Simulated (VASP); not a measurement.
# Ge (P6_3mc) in VASP: a series of runs

Ge is run at these levels: LDA; tasks: single point.

Program: VASP 6.6.1. These are calculated values, not measurements. Logs are shortened: lines on timing, memory, paths and dates and some standing lists are left out, and cuts for length are marked.

## (1) The cell of the first run

The structure is hexagonal, space group P6_3mc (No. 186). The conventional cell has a = 4.050 Å, b = 4.050 Å, c = 10.993 Å, α = 90.00°, β = 90.00°, γ = 120.00°. Ge (site symmetry 3m) has 3 Ge at 2.44 Å within 3.2 Å. Ge (site symmetry 3m) has 3 Ge at 2.44 Å within 3.2 Å.

## (2) Single point, LDA

INCAR

```
SYSTEM = Ge
PREC     = Accurate       ! precision mode
ENCUT    = 520            ! plane-wave cutoff, eV
EDIFF    = 1E-7           ! SCF threshold, eV
ISMEAR   = -1             ! smearing method
SIGMA    = 0.05           ! smearing width, eV
LREAL    = .FALSE.        ! projectors in reciprocal space
LASPH    = .TRUE.         ! aspherical terms in the spheres
NELM     = 80             ! most SCF steps
ALGO     = Normal         ! electronic algorithm
ISIF     = 2              ! what is computed and relaxed
LWAVE    = .FALSE.        ! write WAVECAR
LCHARG   = .FALSE.        ! write CHGCAR
NBANDS   = 36             ! bands
```

KPOINTS

```
Automatic mesh
0
G
  8 8 3
  0 0 0
```

POSCAR

```
Ge
1.0
    4.0504045371      0.0000000000      0.0000000000
   -2.0252022685      3.5077532247      0.0000000000
    0.0000000000      0.0000000000     10.9933590000
Ge
4
Direct
    0.6666666667      0.3333333333      0.4148480000
    0.3333333333      0.6666666667      0.9148480000
    0.0000000000      0.0000000000      0.4774520000
    0.0000000000      0.0000000000      0.9774520000
```

Potentials or basis: VASP PAW LDA potentials, release 64 (Ge_d).

Command:

```sh
> cat potpaw_LDA.64/Ge_d/POTCAR > POTCAR
> mpirun -np 1 vasp_std > vasp.out
```

OUTCAR:

```text
SYSTEM = Ge
   PREC = Accurate
   ENCUT = 520
   EDIFF = 1E-7
   ISMEAR = -1
   LREAL = .FALSE.
   LASPH = .TRUE.
   NELM = 80
   ISIF = 2

 ion  position               nearest neighbor table
   1  0.667  0.333  0.415-   3 2.44   3 2.44   3 2.44
   2  0.333  0.667  0.915-   4 2.44   4 2.44   4 2.44
   3  0.000  0.000  0.477-   1 2.44   1 2.44   1 2.44
   4  0.000  0.000  0.977-   2 2.44   2 2.44   2 2.44

  LATTYP: Found a hexagonal cell.
 ALAT       =     4.0504045371
 C/A-ratio  =     2.7141385260

  Lattice vectors:

 A1 = (   4.0504045371,   0.0000000000,   0.0000000000)
 A2 = (  -2.0252022685,   3.5077532247,   0.0000000000)
 A3 = (   0.0000000000,   0.0000000000,  10.9933590000)

Analysis of symmetry for initial positions (statically):
=====================================================================
 Subroutine PRICEL returns:
 Original cell was already a primitive cell.

 Routine SETGRP: Setting up the symmetry group for a
 hexagonal supercell.

 Subroutine GETGRP returns: Found 12 space group operations
 (whereof  6 operations were pure point group operations)
 out of a pool of 24 trial point group operations.

The static configuration has the point symmetry C_3v.
 The point group associated with its full space group is C_6v.

Analysis of symmetry for dynamics (positions and initial velocities):
=====================================================================
 Subroutine PRICEL returns:
 Original cell was already a primitive cell.

 Routine SETGRP: Setting up the symmetry group for a
 hexagonal supercell.

 Subroutine GETGRP returns: Found 12 space group operations
 (whereof  6 operations were pure point group operations)
 out of a pool of 24 trial point group operations.

The dynamic configuration has the point symmetry C_3v.
 The point group associated with its full space group is C_6v.

 Subroutine INISYM returns: Found 12 space group operations
 (whereof  6 operations are pure point group operations),
 and found     1 'primitive' translations

----------------------------------------------------------------------------------------

                                     Primitive cell

  volume of cell :     156.1917

  direct lattice vectors                    reciprocal lattice vectors
     4.050404537  0.000000000  0.000000000     0.246888920  0.142541384  0.000000000
    -2.025202269  3.507753225  0.000000000     0.000000000  0.285082768  0.000000000
     0.000000000  0.000000000 10.993359000     0.000000000  0.000000000  0.090964008

  length of vectors
     4.050404537  4.050404537 10.993359000     0.285082768  0.285082768  0.090964008

  position of ions in fractional coordinates (direct lattice)
     0.666666667  0.333333333  0.414848000
     0.333333333  0.666666667  0.914848000
     0.000000000  0.000000000  0.477452000
     0.000000000  0.000000000  0.977452000

  ion indices of the primitive-cell ions
   primitive index   ion index
                 1           1
                 2           2
                 3           3
                 4           4

----------------------------------------------------------------------------------------

 KPOINTS: Automatic mesh

Automatic generation of k-mesh.
 Grid dimensions read from file:
 generate k-points for:    8    8    3

 Generating k-lattice:

  Cartesian coordinates                     Fractional coordinates (reciprocal lattice)
     0.030861115  0.017817673  0.000000000     0.125000000  0.000000000  0.000000000
     0.000000000  0.035635346  0.000000000     0.000000000  0.125000000  0.000000000
     0.000000000  0.000000000  0.030321336     0.000000000  0.000000000  0.333333333

  Length of vectors
     0.035635346  0.035635346  0.030321336

  Shift w.r.t. Gamma in fractional coordinates (k-lattice)
     0.000000000  0.000000000  0.000000000

 Subroutine IBZKPT returns following result:
 ===========================================

 Found     20 irreducible k-points:

 Following reciprocal coordinates:
            Coordinates               Weight
  0.000000  0.000000  0.000000      1.000000
  0.125000 -0.000000  0.000000      6.000000
  0.250000 -0.000000  0.000000      6.000000
  0.375000 -0.000000  0.000000      6.000000
  0.500000 -0.000000  0.000000      3.000000
  0.125000  0.125000  0.000000      6.000000
[... 12 lines left out ...]
  0.250000  0.250000  0.333333     12.000000
  0.375000  0.250000  0.333333     12.000000
   k-points           NKPTS =     20   k-points in BZ     NKDIM =     20   number of bands    NBANDS=     36
   number of dos      NEDOS =    301   number of ions     NIONS =      4
   total plane-waves  NPLWV =  75600
   dimension x,y,z NGX =    30 NGY =   30 NGZ =   84
   dimension x,y,z NGXF=    60 NGYF=   60 NGZF=  168
   ions per type =               4
   NGX,Y,Z   is equivalent  to a cutoff of  12.31, 12.31, 12.70 a.u.
   NGXF,Y,Z  is equivalent  to a cutoff of  24.63, 24.63, 25.41 a.u.
 SYSTEM =  Ge
   PREC   = accura    normal or accurate (medium, high low for compatibility)
   ISTART =      0    job   : 0-new  1-cont  2-samecut
   ICHARG =      2    charge: 1-file 2-atom 10-const
   ISPIN  =      1    spin polarized calculation?
   LNONCOLLINEAR =      F non collinear calculations
   LSORBIT =      F    spin-orbit coupling
   LASPH  =      T    aspherical Exc in radial PAW
   ENCUT  =  520.0 eV  38.22 Ry    6.18 a.u.   7.53  7.53 20.44*2*pi/ulx,y,z
   NELM   =     80;   NELMIN=  2; NELMDL= -5     # of ELM steps
   EDIFF  = 0.1E-06   stopping-criterion for ELM
   LREAL  =      F    real-space projection
   EDIFFG = 0.1E-05   stopping-criterion for IOM
   NSW    =      0    number of steps for IOM
   IBRION =     -1    ionic relax: 0-MD 1-quasi-New 2-CG
   NFREE  =      0    steps in history (QN), initial steepest desc. (CG)
   ISIF   =      2    stress and relaxation
   ISYM   =      2    0-nonsym 1-usesym 2-fastsym
   POTIM  = 0.5000    time-step for ionic-motion
   TEBEG  =    0.0;   TEEND  =   0.0 temperature during run
   PSTRESS=    0.0 pullay stress
   NELECT =      56.0000    total number of electrons
   NUPDOWN=      -1.0000    fix difference up-down
   EMIN   =  10.00;   EMAX   =-10.00  energy-range for DOS
   EFERMI =   0.00;   METHOD = LEGACY
   ISMEAR =    -1;   SIGMA  =   0.05  broadening in eV -4-tet -1-fermi 0-gaus
   EFERMI_NEDOS =   21; number of points for ismear=-14 and -15
   IALGO  =     38    algorithm
   IMIX   =      4    mixing-type and parameters
     AMIX     =   0.40;   BMIX     =  1.00
     AMIX_MAG =   1.60;   BMIX_MAG =  1.00
  volume/ion in A,a.u.               =      39.05       263.51
  Fermi-wavevector in a.u.,A,eV,Ry     =   1.163014  2.197778 18.403257  1.352601
  Thomas-Fermi vector in A             =   2.299568
   LORBIT       =      0    0 simple, 1 ext, 2 COOP (PROOUT), +10 PAW based schemes
   GGA     = CA    functional components
   LHFCALC =     F    Hartree Fock is set to
   AEXX    =    0.0000 exact exchange contribution
   IVDW    =     0    specifies the selected vdW correction
   LEPSILON=     F    determine dielectric tensor
   LRPA    =     F    only Hartree local field effects (RPA)
 non-spin polarized calculation
  energy-cutoff  :      520.00
  volume of cell :      156.19
 maximum number of plane-waves:      4233
   NGX = 15   NGY = 15   NGZ = 41

 number of electron      55.9999986 magnetization

 Free energy of the ion-electron system (eV)
  ---------------------------------------------------
  ext. energy  EPLUGINS =         0.00000000
  ---------------------------------------------------
  free energy    TOTEN  =       -18.28832220 eV

  energy without entropy =      -18.28808213  energy(sigma->0) =      -18.28820216

 E-fermi :   0.5461     XC(G=0):  -7.5718

 val. band max:        0.2412974222   @ k =   0.3750   0.2500   0.0000
 cond. band min:       0.8140986039   @ k =   0.0000   0.0000   0.0000
 fundamental gap:      0.5728011817
 Fermi energy:         0.5460788441

 k-point     1 :       0.0000    0.0000    0.0000
  band No.  band energies     occupation
      1     -24.0707      2.00000
      2     -24.0707      2.00000
      3     -24.0707      2.00000
      4     -24.0707      2.00000
      5     -24.0224      2.00000
      6     -24.0224      2.00000
[... 28 lines left out ...]
     35       4.4170      0.00000
     36       4.4170      0.00000

 k-point     2 :       0.1250   -0.0000    0.0000
  band No.  band energies     occupation
      1     -24.0781      2.00000
      2     -24.0781      2.00000
      3     -24.0761      2.00000
      4     -24.0761      2.00000
      5     -24.0359      2.00000
      6     -24.0359      2.00000
[... 28 lines left out ...]
     35       4.9907      0.00000
     36       5.0266      0.00000

 k-point     3 :       0.2500   -0.0000    0.0000
  band No.  band energies     occupation
      1     -24.0875      2.00000
      2     -24.0875      2.00000
      3     -24.0842      2.00000
      4     -24.0842      2.00000
      5     -24.0497      2.00000
      6     -24.0497      2.00000
[... 28 lines left out ...]
     35       6.2516      0.00000
     36       6.3588      0.00000

 k-point     4 :       0.3750   -0.0000    0.0000
  band No.  band energies     occupation
      1     -24.0888      2.00000
      2     -24.0888      2.00000
      3     -24.0887      2.00000
      4     -24.0886      2.00000
      5     -24.0640      2.00000
      6     -24.0639      2.00000
[... 28 lines left out ...]
     35       7.0407      0.00000
     36       7.3006      0.00000

 k-point     5 :       0.5000   -0.0000    0.0000
  band No.  band energies     occupation
      1     -24.0901      2.00000
      2     -24.0901      2.00000
      3     -24.0845      2.00000
      4     -24.0845      2.00000
      5     -24.0732      2.00000
      6     -24.0732      2.00000
[... 499 lines left out ...]
 k-point    18 :       0.3750    0.1250    0.3333
  band No.  band energies     occupation
      1     -24.0995      2.00000
      2     -24.0995      2.00000
      3     -24.0822      2.00000
      4     -24.0822      2.00000
      5     -24.0709      2.00000
      6     -24.0709      2.00000
[... 28 lines left out ...]
     35       6.3937      0.00000
     36       7.1731      0.00000

 k-point    19 :       0.2500    0.2500    0.3333
  band No.  band energies     occupation
      1     -24.1055      2.00000
      2     -24.1055      2.00000
      3     -24.0820      2.00000
      4     -24.0820      2.00000
      5     -24.0692      2.00000
      6     -24.0692      2.00000
[... 28 lines left out ...]
     35       5.5891      0.00000
     36       5.8161      0.00000

 k-point    20 :       0.3750    0.2500    0.3333
  band No.  band energies     occupation
      1     -24.1101      2.00000
      2     -24.1101      2.00000
      3     -24.0785      2.00000
      4     -24.0785      2.00000
      5     -24.0750      2.00000
      6     -24.0750      2.00000
[... 28 lines left out ...]
     35       6.7324      0.00000
     36       7.1336      0.00000

------------------------ aborting loop because EDIFF is reached ----------------------------------------

  FORCE on cell =-STRESS in cart. coord.  units (eV):
  Direction    XX          YY          ZZ          XY          YZ          ZX
  --------------------------------------------------------------------------------------
  -------------------------------------------------------------------------------------
  Total       -3.1419269     -3.1419269     -1.0111850     -0.0000000      0.0000000      0.0000000
  in kB      -32.2291475    -32.2291475    -10.3724978     -0.0000000      0.0000000      0.0000000
  external PRESSURE =     -24.9435976 kB  Pullay stress =       0.0000000 kB

 VOLUME and BASIS-vectors are now :
 -----------------------------------------------------------------------------
  energy-cutoff  :      520.00
  volume of cell :      156.19
      direct lattice vectors                 reciprocal lattice vectors
     4.050404537  0.000000000  0.000000000     0.246888920  0.142541384  0.000000000
    -2.025202269  3.507753225  0.000000000     0.000000000  0.285082768  0.000000000
     0.000000000  0.000000000 10.993359000     0.000000000  0.000000000  0.090964008

 POSITION                                       TOTAL-FORCE (eV/Angst)
 -----------------------------------------------------------------------------------
      2.02520      1.16925      4.56057        -0.000000      0.000000      0.269147
     -0.00000      2.33850     10.05725         0.000000     -0.000000      0.269147
      0.00000      0.00000      5.24880        -0.000000      0.000000     -0.269147
      0.00000      0.00000     10.74548         0.000000     -0.000000     -0.269147
 -----------------------------------------------------------------------------------
    total drift:                                0.000000      0.000000      0.000505

  FREE ENERGIE OF THE ION-ELECTRON SYSTEM (eV)
  ---------------------------------------------------
  free  energy   TOTEN  =       -18.2883221958 eV

  energy  without entropy=      -18.2880821285  energy(sigma->0) =      -18.28820216
```

Wall time 2.3 min (1 thread of Intel Xeon Platinum 8259CL at 2.50GHz (Skylake/Cascade Lake), shared host); peak memory 0.25 GiB.

What came out:

```yaml
Free_energy: -18.2883 eV
Pressure: -2.5 GPa
Largest_force: 0.269 eV/Å
Band_gap_on_the_k_mesh: 0.57 eV, indirect (least direct gap 0.68 eV)
```

Forces in eV/Å, atoms in the order of the input:
```
Ge   0.000  0.000  0.269
Ge   0.000  0.000  0.269
Ge   0.000  0.000 -0.269
Ge   0.000  0.000 -0.269
```

Stress tensor (GPa, compression positive):
```
-3.22  0.00  0.00
 0.00 -3.22  0.00
 0.00  0.00 -1.04
```

A k mesh can miss the band edges. LDA gaps usually lie below the measured ones, often by a third to a half.

## (3) Single point, LDA (volume scaled by 1.02)

INCAR

```
PREC = Accurate
ENCUT = 520
EDIFF = 1E-7
ISMEAR = -1
SIGMA = 0.05
LREAL = False
LASPH = True
NELM = 100
ALGO = Normal
ISIF = 2
LWAVE = False
LCHARG = False
NBANDS = 36
```

KPOINTS

```
regular mesh
0
Gamma
  8 8 3
```

POSCAR

```
Ge
1.0
    4.0772291900      0.0000000000      0.0000000000
   -2.0386145949      3.5309840555      0.0000000000
    0.0000000000      0.0000000000     11.0661648237
Ge
4
Direct
    0.6666666667      0.3333333333      0.4148480000
    0.3333333333      0.6666666667      0.9148480000
    0.0000000000      0.0000000000      0.4774520000
    0.0000000000      0.0000000000      0.9774520000
```

Potentials or basis: VASP PAW LDA potentials, release 64 (Ge_d).

Command:

```sh
> cat potpaw_LDA.64/Ge_d/POTCAR > POTCAR
> mpirun -np 1 vasp_std > vasp.out
```

Run time: 2.1 min. Hardware: 1 thread of Intel Xeon Platinum 8259CL at 2.50GHz (Skylake/Cascade Lake), shared host; peak memory 0.25 GiB.

Results (log left out):

```yaml
Free_energy: -18.2358 eV
Pressure: -2.9 GPa
Largest_force: 0.311 eV/Å
Band_gap_on_the_k_mesh: 0.46 eV, indirect (least direct gap 0.60 eV)
```

Forces in eV/Å, atoms in the order of the input:
```
Ge   0.000  0.000  0.311
Ge   0.000  0.000  0.311
Ge   0.000  0.000 -0.311
Ge   0.000  0.000 -0.311
```

Stress tensor (GPa, compression positive):
```
-3.86  0.00  0.00
 0.00 -3.86  0.00
 0.00  0.00 -1.06
```

Levels at points of the mesh, in eV from the valence-band top:
```csv
k point,band 25,band 26,band 27,band 28,band 29,band 30,band 31,band 32
"(0.00, 0.00, 0.00)",-0.15,-0.15,-0.14,-0.14,0.46,0.68,1.87,3.99
"(0.50, 0.00, 0.00)",-1.64,-1.61,-0.95,-0.77,0.89,1.11,1.80,1.88
```
